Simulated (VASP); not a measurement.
# Si12C11 in VASP: single point with PBE

Aim: the single point of Si12C11 with PBE.

Program: VASP 6.6.1. These are calculated values, not measurements. Logs are shortened: lines on timing, memory, paths and dates and some standing lists are left out, and cuts for length are marked.

## Step 1: The cell of the first run

The cell holds a slab with vacuum, 23 atoms: a = 6.152 Å, b = 5.048 Å, c = 26.216 Å, α = 90.00°, β = 90.00°, γ = 90.00°.

## Step 2: Single point, PBE (atoms taken out, then relaxed in part)

INCAR reads:

```
PREC = Accurate ; ENCUT = 520
EDIFF = 1E-6 ; ISMEAR = 0
SIGMA = 0.1 ; LREAL = Auto
LASPH = True ; NELM = 60
ALGO = Normal ; ISIF = 2
LWAVE = False ; LCHARG = True
LDIPOL = True ; IDIPOL = 3
DIPOL = 0.5 0.5 0.495 ; GGA = PE
LELF = True ; LVHAR = True
LVACPOTAV = True ; NBANDS = 63
```

KPOINTS reads:

```
Automatic mesh
0
Gamma
  4 5 1
```

POSCAR reads:

```
Si12C11
1.0
    6.1519964200      0.0000000000      0.0000000000
    0.0000000000      5.0480000000      0.0000000000
    0.0000000000      0.0000000000     26.2157494014
Si C
12 11
Direct
    0.0000000000      0.0000000000      0.3814500912
    0.5000000000      0.0000000000      0.3814500912
    0.2500000000      0.5000000000      0.4153214924
    0.7500000000      0.5000000000      0.4153214924
    0.2500000000      0.0000000000      0.4830642948
    0.7500000000      0.0000000000      0.4830642948
    0.0020843141      0.4967014585      0.5173506350
    0.4979156859      0.4967014585      0.5173506350
    0.0047642301     -0.0022330607      0.5857308545
    0.4952357699     -0.0022330607      0.5857308545
    0.2500000000      0.4796955220      0.6290996225
    0.7500000000      0.4783256070      0.6091505238
    0.0000000000      0.6150000000      0.3814500912
    0.5000000000      0.6150000000      0.3814500912
    0.2500000000      0.1150000000      0.4153214924
    0.7500000000      0.1150000000      0.4153214924
    0.2500000000      0.6150000000      0.4830642948
    0.7500000000      0.6150000000      0.4830642948
    0.0023380986      0.1208878398      0.5169457109
    0.4976619014      0.1208878398      0.5169457109
    0.0090366312      0.6216486414      0.5870262932
    0.4909633688      0.6216486414      0.5870262932
    0.7500000000      0.1317004940      0.6151130286
```

Potentials or basis: VASP PAW PBE potentials, release 64 (Si, C).

Started as:

```bash
$ cat potpaw_PBE.64/Si/POTCAR potpaw_PBE.64/C/POTCAR > POTCAR
$ mpirun -np 1 vasp_std > vasp.out
```

OUTCAR:

```text
PREC = Accurate
   ENCUT = 520
   EDIFF = 1E-6
   ISMEAR = 0
   LREAL = Auto
   LASPH = True
   NELM = 60
   ISIF = 2
   GGA = PE

 ion  position               nearest neighbor table
   1  0.000  0.000  0.381-  15 1.87  16 1.87  13 1.94   6 3.08   5 3.08   2 3.08   2 3.08   3 3.09
                             3 3.09   4 3.09   4 3.09
   2  0.500  0.000  0.381-  15 1.87  16 1.87  14 1.94   6 3.08   5 3.08   1 3.08   1 3.08   3 3.09
                             3 3.09   4 3.09   4 3.09
   3  0.250  0.500  0.415-  17 1.87  14 1.87  13 1.87  15 1.94   4 3.08   4 3.08   8 3.08   7 3.08
                             5 3.09   5 3.09   1 3.09   2 3.09   1 3.09   2 3.09
   4  0.750  0.500  0.415-  18 1.87  14 1.87  13 1.87  16 1.94   3 3.08   3 3.08   6 3.09   6 3.09
                             1 3.09   2 3.09   1 3.09   2 3.09   7 3.09   8 3.09
   5  0.250  0.000  0.483-  19 1.87  20 1.87  15 1.87  17 1.94   7 3.07   8 3.07   1 3.08   2 3.08
                             6 3.08   6 3.08  10 3.09   9 3.09   3 3.09   3 3.09   8 3.10   7 3.10
   6  0.750  0.000  0.483-  16 1.87  19 1.89  20 1.89  18 1.94   1 3.08   2 3.08   5 3.08   5 3.08
                             8 3.08   7 3.08   4 3.09   4 3.09   8 3.11   7 3.11   9 3.11  10 3.11
   7  0.002  0.497  0.517-  17 1.87  18 1.89  19 1.90  21 1.93  12 2.86   8 3.05   5 3.07   3 3.08
                             6 3.08   9 3.09   4 3.09   5 3.10   9 3.10   8 3.10   6 3.11
   8  0.498  0.497  0.517-  17 1.87  18 1.89  20 1.90  22 1.93  12 2.86   7 3.05   5 3.07   3 3.08
                             6 3.08  10 3.09   4 3.09   5 3.10  10 3.10   7 3.10   6 3.11
   9  0.005  0.998  0.586-  23 1.87  21 1.90  19 1.91  12 2.95  10 3.02  11 3.08   5 3.09   7 3.09
                             7 3.10   6 3.11  12 3.12  10 3.13
  10  0.495  0.998  0.586-  23 1.87  22 1.90  20 1.91  12 2.95   9 3.02  11 3.08   5 3.09   8 3.09
                             8 3.10   6 3.11  12 3.12   9 3.13
  11  0.250  0.480  0.629-  21 1.98  22 1.98   9 3.08  10 3.08  12 3.12  12 3.12
  12  0.750  0.478  0.609-  23 1.76  22 1.84  21 1.84   8 2.86   7 2.86  10 2.95   9 2.95  10 3.12
                             9 3.12  11 3.12  11 3.12
  13  0.000  0.615  0.381-   3 1.87   4 1.87   1 1.94
  14  0.500  0.615  0.381-   3 1.87   4 1.87   2 1.94
  15  0.250  0.115  0.415-   5 1.87   2 1.87   1 1.87   3 1.94
  16  0.750  0.115  0.415-   6 1.87   2 1.87   1 1.87   4 1.94
  17  0.250  0.615  0.483-   7 1.87   8 1.87   3 1.87   5 1.94
  18  0.750  0.615  0.483-   4 1.87   7 1.89   8 1.89   6 1.94
  19  0.002  0.121  0.517-   5 1.87   6 1.89   7 1.90   9 1.91
  20  0.498  0.121  0.517-   5 1.87   6 1.89   8 1.90  10 1.91
  21  0.009  0.622  0.587-  12 1.84   9 1.90   7 1.93  11 1.98
  22  0.491  0.622  0.587-  12 1.84  10 1.90   8 1.93  11 1.98
  23  0.750  0.132  0.615-  12 1.76  10 1.87   9 1.87

  LATTYP: Found a simple orthorhombic cell.
 ALAT       =     5.0480000000
 B/A-ratio  =     1.2186997662
 C/A-ratio  =     5.1932942554

  Lattice vectors:

 A1 = (   0.0000000000,  -5.0480000000,   0.0000000000)
 A2 = (   6.1519964200,   0.0000000000,   0.0000000000)
 A3 = (   0.0000000000,   0.0000000000,  26.2157494014)

Analysis of symmetry for initial positions (statically):
=====================================================================
 Subroutine PRICEL returns:
 Original cell was already a primitive cell.

 Routine SETGRP: Setting up the symmetry group for a
 simple orthorhombic supercell.

 Subroutine GETGRP returns: Found  2 space group operations
 (whereof  1 operations were pure point group operations)
 out of a pool of  8 trial point group operations.

The static configuration has the point symmetry C_1 .
 The point group associated with its full space group is C_1h.

Analysis of symmetry for dynamics (positions and initial velocities):
=====================================================================
 Subroutine PRICEL returns:
 Original cell was already a primitive cell.

 Routine SETGRP: Setting up the symmetry group for a
 simple orthorhombic supercell.

 Subroutine GETGRP returns: Found  2 space group operations
 (whereof  1 operations were pure point group operations)
 out of a pool of  8 trial point group operations.

The dynamic configuration has the point symmetry C_1 .
 The point group associated with its full space group is C_1h.

 Subroutine INISYM returns: Found  2 space group operations
 (whereof  1 operations are pure point group operations),
 and found     1 'primitive' translations

----------------------------------------------------------------------------------------

                                     Primitive cell

  volume of cell :     814.1374

  direct lattice vectors                    reciprocal lattice vectors
[... 77 lines left out ...]
     0.000000000  0.000000000  0.000000000

 Subroutine IBZKPT returns following result:
 ===========================================

 Found      9 irreducible k-points:

 Following reciprocal coordinates:
            Coordinates               Weight
  0.000000  0.000000  0.000000      1.000000
  0.250000  0.000000  0.000000      2.000000
  0.500000  0.000000  0.000000      1.000000
  0.000000  0.200000  0.000000      2.000000
  0.250000  0.200000  0.000000      4.000000
  0.500000  0.200000  0.000000      2.000000
  0.000000  0.400000  0.000000      2.000000
  0.250000  0.400000  0.000000      4.000000
  0.500000  0.400000  0.000000      2.000000
   k-points           NKPTS =      9   k-points in BZ     NKDIM =      9   number of bands    NBANDS=     63
   number of dos      NEDOS =    301   number of ions     NIONS =     23
   total plane-waves  NPLWV = 376320
   dimension x,y,z NGX =    48 NGY =   40 NGZ =  196
   dimension x,y,z NGXF=    96 NGYF=   80 NGZF=  392
   ions per type =              12  11
   NGX,Y,Z   is equivalent  to a cutoff of  12.97, 13.17, 12.43 a.u.
   NGXF,Y,Z  is equivalent  to a cutoff of  25.94, 26.35, 24.86 a.u.
 SYSTEM =  unknown system
   PREC   = accura    normal or accurate (medium, high low for compatibility)
   ISTART =      0    job   : 0-new  1-cont  2-samecut
   ICHARG =      2    charge: 1-file 2-atom 10-const
   ISPIN  =      1    spin polarized calculation?
   LNONCOLLINEAR =      F non collinear calculations
   LSORBIT =      F    spin-orbit coupling
   LASPH  =      T    aspherical Exc in radial PAW
   ENCUT  =  520.0 eV  38.22 Ry    6.18 a.u.  11.44  9.39 48.74*2*pi/ulx,y,z
   NELM   =     60;   NELMIN=  2; NELMDL= -5     # of ELM steps
   EDIFF  = 0.1E-05   stopping-criterion for ELM
   LREAL  =      T    real-space projection
   EDIFFG = 0.1E-04   stopping-criterion for IOM
   NSW    =      0    number of steps for IOM
   IBRION =     -1    ionic relax: 0-MD 1-quasi-New 2-CG
   NFREE  =      0    steps in history (QN), initial steepest desc. (CG)
   ISIF   =      2    stress and relaxation
   ISYM   =      2    0-nonsym 1-usesym 2-fastsym
   POTIM  = 0.5000    time-step for ionic-motion
   TEBEG  =    0.0;   TEEND  =   0.0 temperature during run
   PSTRESS=    0.0 pullay stress
   NELECT =      92.0000    total number of electrons
   NUPDOWN=      -1.0000    fix difference up-down
   EMIN   =  10.00;   EMAX   =-10.00  energy-range for DOS
   EFERMI =   0.00;   METHOD = LEGACY
   ISMEAR =     0;   SIGMA  =   0.10  broadening in eV -4-tet -1-fermi 0-gaus
   EFERMI_NEDOS =   21; number of points for ismear=-14 and -15
   IALGO  =     38    algorithm
   IMIX   =      4    mixing-type and parameters
     AMIX     =   0.40;   BMIX     =  1.00
     AMIX_MAG =   1.60;   BMIX_MAG =  1.00
  volume/ion in A,a.u.               =      35.40       238.87
  Fermi-wavevector in a.u.,A,eV,Ry     =   0.791477  1.495674  8.523173  0.626436
  Thomas-Fermi vector in A             =   1.897025
   LORBIT       =      0    0 simple, 1 ext, 2 COOP (PROOUT), +10 PAW based schemes
   GGA     = PE    functional components
   LHFCALC =     F    Hartree Fock is set to
   AEXX    =    0.0000 exact exchange contribution
   IVDW    =     0    specifies the selected vdW correction
   LEPSILON=     F    determine dielectric tensor
   LRPA    =     F    only Hartree local field effects (RPA)
 non-spin polarized calculation
 Gauss-broadening in eV      SIGMA  =   0.10
  energy-cutoff  :      520.00
  volume of cell :      814.14
 maximum number of plane-waves:     21973
 NGX is ok and might be reduce to    48
   NGX = 23   NGY = 19   NGZ = 97

 dipolmoment           0.000000      0.000000     -0.003365 electrons x Angstroem

 number of electron      91.9999997 magnetization

 dipolmoment           0.000000      0.000000      0.033323 electrons x Angstroem

 Free energy of the ion-electron system (eV)
  ---------------------------------------------------
  ext. energy  EPLUGINS =         0.00000000
  ---------------------------------------------------
  free energy    TOTEN  =      -159.45035592 eV

  energy without entropy =     -159.45025533  energy(sigma->0) =     -159.45030562

 E-fermi :  -0.8978     XC(G=0):  -4.1270

 val. band max:       -1.1358228472   @ k =   0.2500   0.4000   0.0000
 cond. band min:      -0.6791710390   @ k =   0.0000   0.4000   0.0000
 fundamental gap:      0.4566518082
 Fermi energy:        -0.8977760827

 k-point     1 :       0.0000    0.0000    0.0000
  band No.  band energies     occupation
      1     -16.7381      2.00000
      2     -15.5071      2.00000
      3     -14.2052      2.00000
      4     -14.0478      2.00000
      5     -13.9533      2.00000
      6     -13.2565      2.00000
[... 538 lines left out ...]
     57       3.6981      0.00000
     58       3.9405      0.00000
 [bands above 58 left out]

------------------------ aborting loop because EDIFF is reached ----------------------------------------

  FORCE on cell =-STRESS in cart. coord.  units (eV):
  Direction    XX          YY          ZZ          XY          YZ          ZX
  --------------------------------------------------------------------------------------
  -------------------------------------------------------------------------------------
  Total        0.9140813    -11.4266228     -0.6124928      0.0000000      0.1801911      0.0000000
  in kB        1.7988613    -22.4869614     -1.2053520      0.0000000      0.3546061      0.0000000
  external PRESSURE =      -7.2978174 kB  Pullay stress =       0.0000000 kB

 VOLUME and BASIS-vectors are now :
 -----------------------------------------------------------------------------
  energy-cutoff  :      520.00
  volume of cell :      814.14
      direct lattice vectors                 reciprocal lattice vectors
     6.151996420  0.000000000  0.000000000     0.162548859  0.000000000  0.000000000
     0.000000000  5.048000000  0.000000000     0.000000000  0.198098257  0.000000000
     0.000000000  0.000000000 26.215749401     0.000000000  0.000000000  0.038145009

 POSITION                                       TOTAL-FORCE (eV/Angst)
 -----------------------------------------------------------------------------------
      0.00000      0.00000     10.00000         0.012469     -2.758275      1.342932
      3.07600      0.00000     10.00000        -0.012469     -2.758275      1.342932
      1.53800      2.52400     10.88796         0.000000      0.061247     -2.370526
      4.61400      2.52400     10.88796         0.000000      0.071261     -2.332493
      1.53800      0.00000     12.66389         0.000000     -1.213218     -0.095094
      4.61400      0.00000     12.66389         0.000000     -1.194704      0.395211
[... 15 lines left out ...]
      3.02040      3.13808     15.38933        -0.002482      0.044759      0.003995
      4.61400      0.66482     16.12565         0.000000     -0.010264     -0.021223
 -----------------------------------------------------------------------------------
    total drift:                               -0.000000      0.013181     -0.008965

  FREE ENERGIE OF THE ION-ELECTRON SYSTEM (eV)
  ---------------------------------------------------
  free  energy   TOTEN  =      -159.4503559153 eV

  energy  without entropy=     -159.4502553289  energy(sigma->0) =     -159.45030562

 vacuum level on the upper side and lower side of the slab         4.339         4.145
```

Wall time 19 min (1 thread of Intel Xeon 8259CL, shared host); peak memory 0.87 GiB.

What came out:

| Item | Value |
| --- | --- |
| Free energy | -159.4504 eV |
| Largest force | 3.068 eV/Å |
| Band gap on the k mesh | 0.46 eV (least direct gap 0.55 eV) |

Forces in eV/Å, atoms in the order of the input:
```
Si   0.012 -2.758  1.343
Si  -0.012 -2.758  1.343
Si   0.000  0.061 -2.371
Si   0.000  0.071 -2.332
Si   0.000 -1.213 -0.095
Si   0.000 -1.195  0.395
Si  -0.008 -0.007  0.003
Si   0.008 -0.007  0.003
Si   0.007 -0.001  0.020
Si  -0.007 -0.001  0.020
Si   0.000 -0.030 -0.008
Si   0.000 -0.025 -0.034
C   -0.007  1.819  0.899
C    0.007  1.819  0.899
C    0.000  1.263 -0.928
C    0.000  1.290 -0.816
C    0.000  0.883  0.696
C    0.000  0.685  0.952
C   -0.007  0.013  0.013
C    0.007  0.013  0.013
C    0.002  0.045  0.004
C   -0.002  0.045  0.004
C    0.000 -0.010 -0.021
```

Caveat: the cell differs from its parent crystal (atoms taken out, then relaxed in part).
